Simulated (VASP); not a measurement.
# Lu (Fd-3m) in VASP: a series of runs, part 2 of 2

VASP 6.6.1.

**6. Relaxation of cell and atoms, PBE**

This run uses another cell than the first one, of 38.27 Å³/atom.

Input file INCAR:

```
PREC = Accurate
ENCUT = 600
EDIFF = 1E-7
ISMEAR = -1
SIGMA = 0.1
LREAL = False
LASPH = True
NELM = 60
ALGO = Normal
ISIF = 3
LWAVE = False
LCHARG = False
GGA = PE
IBRION = 2
NSW = 80
EDIFFG = -0.01
```

Input file KPOINTS:

```
Automatic mesh
0
Gamma
  11 11 11
```

Input file POSCAR:

```
Lu
1.0
    0.0000000000      3.3700000000      3.3700000000
    3.3700000000      0.0000000000      3.3700000000
    3.3700000000      3.3700000000      0.0000000000
Lu
2
Direct
    0.0000000000      0.0000000000      0.0000000000
    0.2500000000      0.2500000000      0.2500000000
```

Potentials or basis: VASP PAW PBE potentials, release 64 (Lu).

Run with:

```console
> cat potpaw_PBE.64/Lu/POTCAR > POTCAR
> mpirun -np 1 vasp_std > vasp.out
```

OUTCAR:

```text
PREC = Accurate
   ENCUT = 600
   EDIFF = 1E-7
   ISMEAR = -1
   LREAL = False
   LASPH = True
   NELM = 60
   ISIF = 3
   GGA = PE
   IBRION = 2
   NSW = 80
   EDIFFG = -0.01

 ion  position               nearest neighbor table
   1  0.000  0.000  0.000-   2 2.92   2 2.92   2 2.92   2 2.92
   2  0.250  0.250  0.250-   1 2.92   1 2.92   1 2.92   1 2.92

  LATTYP: Found a face centered cubic cell.
 ALAT       =     6.7400000000

  Lattice vectors:

 A1 = (   0.0000000000,   3.3700000000,   3.3700000000)
 A2 = (   3.3700000000,   0.0000000000,   3.3700000000)
 A3 = (   3.3700000000,   3.3700000000,   0.0000000000)

Analysis of symmetry for initial positions (statically):
=====================================================================
 Subroutine PRICEL returns:
 Original cell was already a primitive cell.

 Routine SETGRP: Setting up the symmetry group for a
 face centered cubic supercell.

 Subroutine GETGRP returns: Found 48 space group operations
 (whereof 24 operations were pure point group operations)
 out of a pool of 48 trial point group operations.

The static configuration has the point symmetry T_d .
 The point group associated with its full space group is O_h .

Analysis of symmetry for dynamics (positions and initial velocities):
=====================================================================
 Subroutine PRICEL returns:
 Original cell was already a primitive cell.

 Routine SETGRP: Setting up the symmetry group for a
 face centered cubic supercell.

 Subroutine GETGRP returns: Found 48 space group operations
 (whereof 24 operations were pure point group operations)
 out of a pool of 48 trial point group operations.

The dynamic configuration has the point symmetry T_d .
 The point group associated with its full space group is O_h .

 Subroutine INISYM returns: Found 48 space group operations
 (whereof 24 operations are pure point group operations),
 and found     1 'primitive' translations

----------------------------------------------------------------------------------------
[... 118 lines left out ...]
   GGA     = PE    functional components
   LHFCALC =     F    Hartree Fock is set to
   AEXX    =    0.0000 exact exchange contribution
   IVDW    =     0    specifies the selected vdW correction
   LEPSILON=     F    determine dielectric tensor
   LRPA    =     F    only Hartree local field effects (RPA)
 conjugate gradient relaxation of ions
 non-spin polarized calculation
  energy-cutoff  :      600.00
  volume of cell :       76.55
 maximum number of plane-waves:      2637
 NGX is ok and might be reduce to    40
   NGX = 19   NGY = 19   NGZ = 19

--------------------------------------- Ionic step        1  -------------------------------------------

 number of electron      49.9999990 magnetization

 Free energy of the ion-electron system (eV)
  ---------------------------------------------------
  ext. energy  EPLUGINS =         0.00000000
  ---------------------------------------------------
  free energy    TOTEN  =        -4.84312076 eV

  energy without entropy =       -4.71891215  energy(sigma->0) =       -4.78101645

------------------------ aborting loop because EDIFF is reached ----------------------------------------

  FORCE on cell =-STRESS in cart. coord.  units (eV):
  Direction    XX          YY          ZZ          XY          YZ          ZX
  --------------------------------------------------------------------------------------
  -------------------------------------------------------------------------------------
  Total        1.8272844      1.8272844      1.8272844     -0.0000000      0.0000000      0.0000000
  in kB       38.2469695     38.2469695     38.2469695     -0.0000000      0.0000000      0.0000000
  external PRESSURE =      38.2469695 kB  Pullay stress =       0.0000000 kB
[... 59 lines left out ...]
--------------------------------------- Ionic step        3  -------------------------------------------

 number of electron      49.9999999 magnetization

 E-fermi :  -0.0617     XC(G=0):  -7.9514

 val. band max:       -0.0662695802   @ k =   0.4545   0.1818   0.0000
 cond. band min:      -0.0457817416   @ k =   0.4545   0.2727   0.0909
 fundamental gap:      0.0204878386
 Fermi energy:        -0.0617148103

 k-point     1 :       0.0000    0.0000    0.0000
  band No.  band energies     occupation
      1     -57.3838      2.00000
      2     -57.3401      2.00000
      3     -28.1068      2.00000
      4     -28.1068      2.00000
      5     -28.1068      2.00000
      6     -27.8694      2.00000
[... 818 lines left out ...]
--------------------------------------- Ionic step        4  -------------------------------------------

 number of electron      49.9999985 magnetization

 Free energy of the ion-electron system (eV)
  ---------------------------------------------------
  ext. energy  EPLUGINS =         0.00000000
  ---------------------------------------------------
  free energy    TOTEN  =        -5.12446381 eV

  energy without entropy =       -4.96361563  energy(sigma->0) =       -5.04403972

 E-fermi :   0.0109     XC(G=0):  -8.0835

 val. band max:        0.0048340278   @ k =   0.2727   0.0000   0.0000
 cond. band min:       0.0323251444   @ k =  -0.2727   0.2727   0.0909
 fundamental gap:      0.0274911166
 Fermi energy:         0.0109070610

 k-point     1 :       0.0000    0.0000    0.0000
  band No.  band energies     occupation
      1     -57.2444      2.00000
      2     -57.1934      2.00000
      3     -27.9829      2.00000
      4     -27.9829      2.00000
      5     -27.9829      2.00000
      6     -27.7184      2.00000
[... 812 lines left out ...]
  FREE ENERGIE OF THE ION-ELECTRON SYSTEM (eV)
  ---------------------------------------------------
  free  energy   TOTEN  =        -5.1244638091 eV

  energy  without entropy=       -4.9636156260  energy(sigma->0) =       -5.04403972

 reached required accuracy - stopping structural energy minimisation
```

OSZICAR:

```text
N       E                     dE             d eps       ncg     rms          rms(c)
DAV:   1     0.322620888725E+03    0.32262E+03   -0.21576E+04  4528   0.605E+03
DAV:   2     0.336953743005E+02   -0.28893E+03   -0.27973E+03  3942   0.606E+02
DAV:   3    -0.518065063334E+00   -0.34213E+02   -0.33519E+02  4198   0.151E+02
[... 57 lines left out ...]
DAV:  11    -0.512446292424E+01    0.17221E-05   -0.64905E-06  5320   0.136E-02    0.702E-03
DAV:  12    -0.512446406939E+01   -0.11452E-05   -0.13177E-06  4078   0.104E-02    0.217E-03
DAV:  13    -0.512446393997E+01    0.12942E-06   -0.45963E-08  2050   0.177E-03    0.838E-04
DAV:  14    -0.512446382673E+01    0.11324E-06   -0.26937E-08  1974   0.131E-03    0.268E-05
DAV:  15    -0.512446380906E+01    0.17666E-07   -0.90366E-09  1920   0.803E-04
   4 F= -.51244638E+01 E0= -.50440397E+01  d E =-.281343E+00
```

CONTCAR:

```text
Lu
   1.00000000000000
     0.0000000000000000    3.7041928504531207    3.7041928504531207
     3.7041928504531207    0.0000000000000000    3.7041928504531207
     3.7041928504531207    3.7041928504531207   -0.0000000000000000
  Lu
     2
Direct
     0.0000000000000000    0.0000000000000000    0.0000000000000000
     0.2500000000000000    0.2500000000000000    0.2500000000000000

  0.00000000E+00  0.00000000E+00  0.00000000E+00
  0.00000000E+00  0.00000000E+00  0.00000000E+00
```

Run time: 9.4 min. Hardware: 1 thread of AMD EPYC 9R14 (Zen 4), shared host; peak memory 0.3 GiB.

What came out:

```
Free energy                           : -5.1245 eV
Relaxed volume                        : 50.83 Å³/atom
Relaxed cell                          : a = 5.239 Å, b = 5.239 Å, c = 5.239 Å, α = 60.00°, β = 60.00°, γ = 60.00°
Space group after relaxing (to 0.1 Å) : Fd-3m (No. 227)
Energy gained by relaxing             : 140.7 meV/atom
Ionic steps                           : 4
Pressure after relaxing               : 0.0 GPa
Band gap on the k mesh                : zero (bands 25 and 26 overlap by 1.05 eV)
```

Step by step:
| step | energy change (eV) | largest force (eV/Å) | pressure (GPa) | volume (Å³) |
| --- | --- | --- | --- | --- |
| 1 | 0.0000 | 0.0000 | 3.82 | 76.55 |
| 2 | -0.1919 | 0.0000 | 2.04 | 87.12 |
| 3 | -0.2769 | 0.0000 | -0.40 | 105.31 |
| 4 | -0.2813 | 0.0000 | 0.01 | 101.65 |

Final structure:
```yaml
crystal:
  lattice:
    - [0.00000, 3.70419, 3.70419]
    - [3.70419, 0.00000, 3.70419]
    - [3.70419, 3.70419, 0.00000]
  atoms:
    - { symbol: Lu, position: [0.00000, 0.00000, 0.00000] }
    - { symbol: Lu, position: [0.25000, 0.25000, 0.25000] }
```

Caveat: the volume moved by over 15 % at a fixed basis, so the end points are rough; spin-orbit coupling is left out, which moves the levels of the heavy elements.

**7. Overview**

```tsv
task	cell	cutoff (eV)	gap on the mesh (eV)	pressure (GPa)
single point	a = 3.704 Å, angles 60.0°, 2 atoms	520	none	66.2
single point	a = 3.844 Å, angles 60.0°, 2 atoms	520	none	43.2
single point	a = 4.118 Å, angles 60.0°, 2 atoms	520	none	20.9
single point	a = 5.237 Å, angles 60.0°, 2 atoms	520	none	0.0
relaxation of cell and atoms	relaxed from a = 4.766 Å, angles 60.0°, 2 atoms	600	none	0.0
```

Alike in all rows: level PBE; potentials or basis VASP PAW PBE potentials, release 64 (Lu); no spin polarisation; k mesh 11 × 11 × 11; smearing fermi-dirac 0.1 eV.

Caveats: spin-orbit coupling is left out, which moves the levels of the heavy elements; the cell stands under pressure (at least some runs); the volume moved by over 15 % at a fixed basis, so the end points are rough (at least some runs).

Total energies depend on the potentials used, so only differences within one code and one set of settings carry meaning.
